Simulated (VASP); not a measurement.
# Si3N4 (P6_3/m) in VASP: a series of runs, part 2 of 2

VASP 6.6.1. Earlier steps stand in the parts before.

### 3 Single point, PBE (z stretched by +2 %, then relaxed in part)

INCAR reads:

```
SYSTEM = Si3N4
PREC     = Accurate       ! precision mode
ENCUT    = 520            ! plane-wave cutoff, eV
EDIFF    = 1E-7           ! SCF threshold, eV
ISMEAR   = -1             ! smearing method
SIGMA    = 0.02           ! smearing width, eV
LREAL    = .FALSE.        ! projectors in reciprocal space
LASPH    = .TRUE.         ! aspherical terms in the spheres
NELM     = 60             ! most SCF steps
ALGO     = Normal         ! electronic algorithm
ISIF     = 2              ! what is computed and relaxed
LWAVE    = .FALSE.        ! write WAVECAR
LCHARG   = .FALSE.        ! write CHGCAR
GGA      = PE             ! functional
NBANDS   = 45             ! bands
```

KPOINTS reads:

```
regular mesh
0
G
  4 4 9
  0 0 0
```

POSCAR reads:

```
Si3N4
1.0
    7.6170000000      0.0000000000      0.0000000000
   -3.8085000000      6.5965155006      0.0000000000
    0.0000000000      0.0000000000      2.9716680000
Si N
6 8
Direct
    0.1742935229      0.7691030650      0.2500000000
    0.4051904579      0.1742935229      0.7500000000
    0.2308969350      0.4051904579      0.2500000000
    0.8257064771      0.2308969350      0.7500000000
    0.5948095421      0.8257064771      0.2500000000
    0.7691030650      0.5948095421      0.7500000000
    0.3333333333      0.6666666667      0.2500000000
    0.6666666667      0.3333333333      0.7500000000
    0.3297419037      0.0320646941      0.2500000000
    0.2976772096      0.3297419037      0.7500000000
    0.9679353059      0.2976772096      0.2500000000
    0.6702580963      0.9679353059      0.7500000000
    0.7023227904      0.6702580963      0.2500000000
    0.0320646941      0.7023227904      0.7500000000
```

Potentials or basis: VASP PAW PBE potentials, release 64 (Si, N).

The run is started by

```bash
cat potpaw_PBE.64/Si/POTCAR potpaw_PBE.64/N/POTCAR > POTCAR
mpirun -np 1 vasp_std > vasp.out
```

OUTCAR:

```text
SYSTEM = Si3N4
   PREC = Accurate
   ENCUT = 520
   EDIFF = 1E-7
   ISMEAR = -1
   LREAL = .FALSE.
   LASPH = .TRUE.
   NELM = 60
   ISIF = 2
   GGA = PE

 ion  position               nearest neighbor table
   1  0.174  0.769  0.250-   7 1.74   9 1.74  14 1.76  14 1.76   3 3.01   5 3.01   2 3.07   2 3.07
                             6 3.07   6 3.07
   2  0.405  0.174  0.750-   8 1.74  10 1.74   9 1.76   9 1.76   6 3.01   4 3.01   1 3.07   1 3.07
                             3 3.07   3 3.07
   3  0.231  0.405  0.250-   7 1.74  11 1.74  10 1.76  10 1.76   5 3.01   1 3.01   2 3.07   2 3.07
                             4 3.07   4 3.07
   4  0.826  0.231  0.750-   8 1.74  12 1.74  11 1.76  11 1.76   6 3.01   2 3.01   5 3.07   5 3.07
                             3 3.07   3 3.07
   5  0.595  0.826  0.250-   7 1.74  13 1.74  12 1.76  12 1.76   3 3.01   1 3.01   4 3.07   4 3.07
                             6 3.07   6 3.07
   6  0.769  0.595  0.750-   8 1.74  14 1.74  13 1.76  13 1.76   2 3.01   4 3.01   5 3.07   5 3.07
                             1 3.07   1 3.07
   7  0.333  0.667  0.250-   1 1.74   5 1.74   3 1.74
   8  0.667  0.333  0.750-   4 1.74   2 1.74   6 1.74
   9  0.330  0.032  0.250-   1 1.74   2 1.76   2 1.76
  10  0.298  0.330  0.750-   2 1.74   3 1.76   3 1.76
  11  0.968  0.298  0.250-   3 1.74   4 1.76   4 1.76
  12  0.670  0.968  0.750-   4 1.74   5 1.76   5 1.76
  13  0.702  0.670  0.250-   5 1.74   6 1.76   6 1.76
  14  0.032  0.702  0.750-   6 1.74   1 1.76   1 1.76

  LATTYP: Found a hexagonal cell.
 ALAT       =     7.6170000000
 C/A-ratio  =     0.3901362741

  Lattice vectors:

 A1 = (   7.6170000000,   0.0000000000,   0.0000000000)
 A2 = (  -3.8085000000,   6.5965155006,   0.0000000000)
 A3 = (   0.0000000000,   0.0000000000,   2.9716680000)

Analysis of symmetry for initial positions (statically):
=====================================================================
 Subroutine PRICEL returns:
 Original cell was already a primitive cell.

 Routine SETGRP: Setting up the symmetry group for a
 hexagonal supercell.

 Subroutine GETGRP returns: Found 12 space group operations
 (whereof  6 operations were pure point group operations)
 out of a pool of 24 trial point group operations.

The static configuration has the point symmetry S_6 .
 The point group associated with its full space group is C_6h.

Analysis of symmetry for dynamics (positions and initial velocities):
=====================================================================
 Subroutine PRICEL returns:
 Original cell was already a primitive cell.

 Routine SETGRP: Setting up the symmetry group for a
 hexagonal supercell.

 Subroutine GETGRP returns: Found 12 space group operations
 (whereof  6 operations were pure point group operations)
 out of a pool of 24 trial point group operations.

The dynamic configuration has the point symmetry S_6 .
 The point group associated with its full space group is C_6h.

 Subroutine INISYM returns: Found 12 space group operations
 (whereof  6 operations are pure point group operations),
 and found     1 'primitive' translations

----------------------------------------------------------------------------------------

                                     Primitive cell

  volume of cell :     149.3134
[... 95 lines left out ...]
   ions per type =               6   8
   NGX,Y,Z   is equivalent  to a cutoff of  13.10, 13.10, 13.43 a.u.
   NGXF,Y,Z  is equivalent  to a cutoff of  26.19, 26.19, 26.85 a.u.
 SYSTEM =  Si3N4
   PREC   = accura    normal or accurate (medium, high low for compatibility)
   ISTART =      0    job   : 0-new  1-cont  2-samecut
   ICHARG =      2    charge: 1-file 2-atom 10-const
   ISPIN  =      1    spin polarized calculation?
   LNONCOLLINEAR =      F non collinear calculations
   LSORBIT =      F    spin-orbit coupling
   LASPH  =      T    aspherical Exc in radial PAW
   ENCUT  =  520.0 eV  38.22 Ry    6.18 a.u.  14.16 14.16  5.53*2*pi/ulx,y,z
   NELM   =     60;   NELMIN=  2; NELMDL= -5     # of ELM steps
   EDIFF  = 0.1E-06   stopping-criterion for ELM
   LREAL  =      F    real-space projection
   EDIFFG = 0.1E-05   stopping-criterion for IOM
   NSW    =      0    number of steps for IOM
   IBRION =     -1    ionic relax: 0-MD 1-quasi-New 2-CG
   NFREE  =      0    steps in history (QN), initial steepest desc. (CG)
   ISIF   =      2    stress and relaxation
   ISYM   =      2    0-nonsym 1-usesym 2-fastsym
   POTIM  = 0.5000    time-step for ionic-motion
   TEBEG  =    0.0;   TEEND  =   0.0 temperature during run
   PSTRESS=    0.0 pullay stress
   NELECT =      64.0000    total number of electrons
   NUPDOWN=      -1.0000    fix difference up-down
   EMIN   =  10.00;   EMAX   =-10.00  energy-range for DOS
   EFERMI =   0.00;   METHOD = LEGACY
   ISMEAR =    -1;   SIGMA  =   0.02  broadening in eV -4-tet -1-fermi 0-gaus
   EFERMI_NEDOS =   21; number of points for ismear=-14 and -15
   IALGO  =     38    algorithm
   IMIX   =      4    mixing-type and parameters
     AMIX     =   0.40;   BMIX     =  1.00
     AMIX_MAG =   1.60;   BMIX_MAG =  1.00
  volume/ion in A,a.u.               =      10.67        71.97
  Fermi-wavevector in a.u.,A,eV,Ry     =   1.234341  2.332567 20.729811  1.523598
  Thomas-Fermi vector in A             =   2.369035
   LORBIT       =      0    0 simple, 1 ext, 2 COOP (PROOUT), +10 PAW based schemes
   GGA     = PE    functional components
   LHFCALC =     F    Hartree Fock is set to
   AEXX    =    0.0000 exact exchange contribution
   IVDW    =     0    specifies the selected vdW correction
   LEPSILON=     F    determine dielectric tensor
   LRPA    =     F    only Hartree local field effects (RPA)
 non-spin polarized calculation
  energy-cutoff  :      520.00
  volume of cell :      149.31
 maximum number of plane-waves:      4043
 NGX is ok and might be reduce to    60
   NGX = 29   NGY = 29   NGZ = 11

 number of electron      64.0000003 magnetization

 Free energy of the ion-electron system (eV)
  ---------------------------------------------------
  ext. energy  EPLUGINS =         0.00000000
  ---------------------------------------------------
  free energy    TOTEN  =      -114.48514738 eV

  energy without entropy =     -114.48514738  energy(sigma->0) =     -114.48514738

 E-fermi :   6.9964     XC(G=0): -10.7011

 val. band max:        6.5166882151   @ k =   0.0000   0.0000   0.2222
 cond. band min:      10.4202219143   @ k =   0.0000   0.0000   0.0000
 fundamental gap:      3.9035336992
 Fermi energy:         6.9963862047

 k-point     1 :       0.0000    0.0000    0.0000
  band No.  band energies     occupation
      1     -11.5151      2.00000
      2     -10.0719      2.00000
      3     -10.0719      2.00000
      4      -9.4617      2.00000
      5      -9.2860      2.00000
      6      -9.2860      2.00000
[... 929 lines left out ...]
     43      14.1075      0.00000
     44      14.2353      0.00000
 [bands above 44 left out]

------------------------ aborting loop because EDIFF is reached ----------------------------------------

  FORCE on cell =-STRESS in cart. coord.  units (eV):
  Direction    XX          YY          ZZ          XY          YZ          ZX
  --------------------------------------------------------------------------------------
  -------------------------------------------------------------------------------------
  Total        1.5040196      1.5040196     -6.3921542      0.0000001      0.0000000      0.0000000
  in kB       16.1385777     16.1385777    -68.5897144      0.0000006      0.0000000      0.0000000
  external PRESSURE =     -12.1041864 kB  Pullay stress =       0.0000000 kB

 VOLUME and BASIS-vectors are now :
 -----------------------------------------------------------------------------
  energy-cutoff  :      520.00
  volume of cell :      149.31
      direct lattice vectors                 reciprocal lattice vectors
     7.617000000  0.000000000  0.000000000     0.131285283  0.075797593  0.000000000
    -3.808500000  6.596515501  0.000000000     0.000000000  0.151595187  0.000000000
     0.000000000  0.000000000  2.971668000     0.000000000  0.000000000  0.336511346

 POSITION                                       TOTAL-FORCE (eV/Angst)
 -----------------------------------------------------------------------------------
     -1.60154      5.07340      0.74292         0.002935      0.002952     -0.000000
      2.42254      1.14973      2.22875        -0.001089      0.004018     -0.000000
      0.21557      2.67285      0.74292        -0.004024      0.001066     -0.000000
      5.41004      1.52312      2.22875        -0.002935     -0.002952      0.000000
      1.38596      5.44679      0.74292         0.001089     -0.004018      0.000000
      3.59293      3.92367      2.22875         0.004024     -0.001066      0.000000
     -0.00000      4.39768      0.74292         0.000000      0.000000      0.000000
      3.80850      2.19884      2.22875         0.000000      0.000000      0.000000
      2.38953      0.21152      0.74292         0.011565      0.007479      0.000000
      1.01159      2.17515      2.22875        -0.000694      0.013755      0.000000
      6.23906      1.96363      0.74292        -0.012259      0.006276     -0.000000
      1.41897      6.38500      2.22875        -0.011565     -0.007479     -0.000000
      2.79691      4.42137      0.74292         0.000694     -0.013755     -0.000000
     -2.43056      4.63288      2.22875         0.012259     -0.006276     -0.000000
 -----------------------------------------------------------------------------------
    total drift:                               -0.000000      0.000000     -0.000000

  FREE ENERGIE OF THE ION-ELECTRON SYSTEM (eV)
  ---------------------------------------------------
  free  energy   TOTEN  =      -114.4851473808 eV

  energy  without entropy=     -114.4851473808  energy(sigma->0) =     -114.48514738
```

It took 1.8 min on 1 thread of Intel Xeon Platinum 8559C (Emerald Rapids), shared host; peak memory 0.31 GiB.

What came out:

| Quantity | Value |
| --- | --- |
| Free energy | -114.4851 eV |
| Pressure | -1.2 GPa |
| Largest force | 0.014 eV/Å |
| Band gap on the k mesh | 3.90 eV, indirect (least direct gap 4.21 eV) |

Forces on the atoms (eV/Å):
```
Si   0.003  0.003  0.000
Si  -0.001  0.004  0.000
Si  -0.004  0.001  0.000
Si  -0.003 -0.003  0.000
Si   0.001 -0.004  0.000
Si   0.004 -0.001  0.000
N    0.000  0.000  0.000
N    0.000  0.000  0.000
N    0.012  0.007  0.000
N   -0.001  0.014  0.000
N   -0.012  0.006  0.000
N   -0.012 -0.007  0.000
N    0.001 -0.014  0.000
N    0.012 -0.006  0.000
```

Levels at points of the mesh, in eV from the valence-band top:
```
           k point  band 28  band 29  band 30  band 31  band 32  band 33  band 34  band 35  band 36  band 37
(0.00, 0.00, 0.00)    -1.23    -1.23    -0.57    -0.36    -0.31     3.90     4.44     4.51     4.51     4.91
(0.50, 0.00, 0.00)    -1.61    -1.30    -0.72    -0.44    -0.36     4.30     4.32     4.44     4.93     5.47
```

Caveat: the cell differs from its parent crystal (z stretched by +2 %, then relaxed in part). A k mesh can miss the band edges.

### 4 Single point, PBE (volume scaled by 0.94, then relaxed in part)

INCAR reads:

```
SYSTEM = Si3N4
PREC = Accurate
ENCUT = 520
EDIFF = 1E-6
ISMEAR = -1
SIGMA = 0.02
LREAL = .FALSE.
LASPH = .TRUE.
NELM = 100
ALGO = Normal
ISIF = 2
LWAVE = .FALSE.
LCHARG = .FALSE.
GGA = PE
NBANDS = 45
```

KPOINTS is that of step 3.

POSCAR reads:

```
Si3N4
1.0
    7.4615073901      0.0000000000      0.0000000000
   -3.7307536950      6.4618549503      0.0000000000
    0.0000000000      0.0000000000      2.8539261691
Si N
6 8
Direct
    0.1701282774      0.7636963307      0.2500000000
    0.4064319467      0.1701282774      0.7500000000
    0.2363036693      0.4064319467      0.2500000000
    0.8298717226      0.2363036693      0.7500000000
    0.5935680533      0.8298717226      0.2500000000
    0.7636963307      0.5935680533      0.7500000000
    0.3333333333      0.6666666667      0.2500000000
    0.6666666667      0.3333333333      0.7500000000
    0.3287279546      0.0260058755      0.2500000000
    0.3027220791      0.3287279546      0.7500000000
    0.9739941245      0.3027220791      0.2500000000
    0.6712720454      0.9739941245      0.7500000000
    0.6972779209      0.6712720454      0.2500000000
    0.0260058755      0.6972779209      0.7500000000
```

The run is started by

```bash
cat potpaw_PBE.64/Si/POTCAR potpaw_PBE.64/N/POTCAR > POTCAR
mpirun -np 1 vasp_std > vasp.out
```

Wall time 2.2 min (1 thread of Intel Xeon 6975P-C, shared host); peak memory 0.29 GiB.

It converged, with:

| Quantity | Value |
| --- | --- |
| Free energy | -113.8543 eV |
| Pressure | 21.0 GPa |
| Largest force | 0.008 eV/Å |
| Band gap on the k mesh | 4.55 eV, indirect (least direct gap 4.73 eV) |

Forces on the atoms (eV/Å):
```
Si  -0.003  0.007  0.000
Si  -0.008  0.001  0.000
Si  -0.004 -0.006  0.000
Si   0.003 -0.007  0.000
Si   0.008 -0.001  0.000
Si   0.004  0.006  0.000
N    0.000  0.000  0.000
N    0.000  0.000  0.000
N    0.002 -0.001  0.000
N    0.001  0.001  0.000
N    0.000  0.002  0.000
N   -0.002  0.001  0.000
N   -0.001 -0.001  0.000
N    0.000 -0.002  0.000
```

Stress tensor (GPa, compression positive):
```
20.76  0.00  0.00
 0.00 20.76  0.00
 0.00  0.00 21.44
```

Levels at points of the mesh, in eV from the valence-band top:
| k point | band 28 | band 29 | band 30 | band 31 | band 32 | band 33 | band 34 | band 35 | band 36 | band 37 |
| --- | --- | --- | --- | --- | --- | --- | --- | --- | --- | --- |
| (0.00, 0.00, 0.00) | -1.34 | -1.34 | -0.48 | -0.35 | -0.18 | 4.55 | 5.08 | 5.26 | 5.26 | 5.67 |
| (0.50, 0.00, 0.00) | -1.73 | -1.43 | -0.77 | -0.33 | -0.25 | 4.96 | 5.02 | 5.15 | 5.65 | 6.08 |

 A k mesh can miss the band edges.

### 5 Single point, PBE (volume scaled by 0.96, then relaxed in part)

INCAR reads:

```
SYSTEM = Si3N4
ALGO = Normal
EDIFF = 1E-6
ENCUT = 520
GGA = PE
ISIF = 2
ISMEAR = -1
LASPH = .True.
LCHARG = .False.
LREAL = .False.
LWAVE = .False.
NBANDS = 45
NELM = 80
PREC = Accurate
SIGMA = 0.02
```

KPOINTS reads:

```
k-points
0
Gamma
  4 4 9
  0 0 0
```

POSCAR reads:

```
Si3N4
1.0
    7.5140549480      0.0000000000      0.0000000000
   -3.7570274740      6.5073624705      0.0000000000
    0.0000000000      0.0000000000      2.8740249029
Si N
6 8
Direct
    0.1716235247      0.7653174421      0.2500000000
    0.4063060825      0.1716235247      0.7500000000
    0.2346825579      0.4063060825      0.2500000000
    0.8283764753      0.2346825579      0.7500000000
    0.5936939175      0.8283764753      0.2500000000
    0.7653174421      0.5936939175      0.7500000000
    0.3333333333      0.6666666667      0.2500000000
    0.6666666667      0.3333333333      0.7500000000
    0.3291783602      0.0274388011      0.2500000000
    0.3017395590      0.3291783602      0.7500000000
    0.9725611989      0.3017395590      0.2500000000
    0.6708216398      0.9725611989      0.7500000000
    0.6982604410      0.6708216398      0.2500000000
    0.0274388011      0.6982604410      0.7500000000
```

The run is started by

```bash
cat potpaw_PBE.64/Si/POTCAR potpaw_PBE.64/N/POTCAR > POTCAR
mpirun -np 1 vasp_std > vasp.out
```

Wall time 2.1 min (1 thread of Intel Xeon 6975P-C, shared host); peak memory 0.3 GiB.

Results (log left out):

```yaml
Free_energy: -114.1818 eV
Pressure: 14.7 GPa
Largest_force: 0.017 eV/Å
Band_gap_on_the_k_mesh: 4.47 eV, indirect (least direct gap 4.65 eV)
```

Forces on the atoms (eV/Å):
```
Si  -0.008 -0.010  0.000
Si   0.005 -0.012  0.000
Si   0.013 -0.002  0.000
Si   0.008  0.010  0.000
Si  -0.005  0.012  0.000
Si  -0.013  0.002  0.000
N    0.000  0.000  0.000
N    0.000  0.000  0.000
N   -0.005  0.016  0.000
N   -0.016  0.004  0.000
N   -0.011 -0.012  0.000
N    0.005 -0.016  0.000
N    0.016 -0.004  0.000
N    0.011  0.012  0.000
```

Stress tensor (GPa, compression positive):
```
14.64  0.00  0.00
 0.00 14.64  0.00
 0.00  0.00 14.77
```

Levels at points of the mesh, in eV from the valence-band top:
```csv
k point,band 28,band 29,band 30,band 31,band 32,band 33,band 34,band 35,band 36,band 37
"(0.00, 0.00, 0.00)",-1.31,-1.31,-0.47,-0.35,-0.18,4.47,4.99,5.13,5.13,5.51
"(0.50, 0.00, 0.00)",-1.70,-1.39,-0.76,-0.32,-0.24,4.84,4.92,5.05,5.53,5.99
```

### 6 The runs side by side

| cell | gap on the mesh (eV) | pressure (GPa) | largest force (eV/Å) |
| --- | --- | --- | --- |
| a = 7.617, b = 7.617, c = 2.913 Å, angles 90.0, 90.0, 120.0°, 14 atoms | 4.31 | 3.7 | - |
| a = 7.617, b = 7.617, c = 2.972 Å, angles 90.0, 90.0, 120.0°, 14 atoms | 3.90 | -1.2 | 0.01 |
| a = 7.462, b = 7.462, c = 2.854 Å, angles 90.0, 90.0, 120.0°, 14 atoms | 4.55 | 21.0 | 0.01 |
| a = 7.514, b = 7.514, c = 2.874 Å, angles 90.0, 90.0, 120.0°, 14 atoms | 4.47 | 14.7 | 0.02 |

Alike in all rows: task single point; level PBE; potentials or basis VASP PAW PBE potentials, release 64 (Si, N); no spin polarisation; k mesh 4 × 4 × 9; cutoff (eV) 520; smearing fermi-dirac 0.02 eV.

Absolute energies hang on the potentials; compare differences alone.
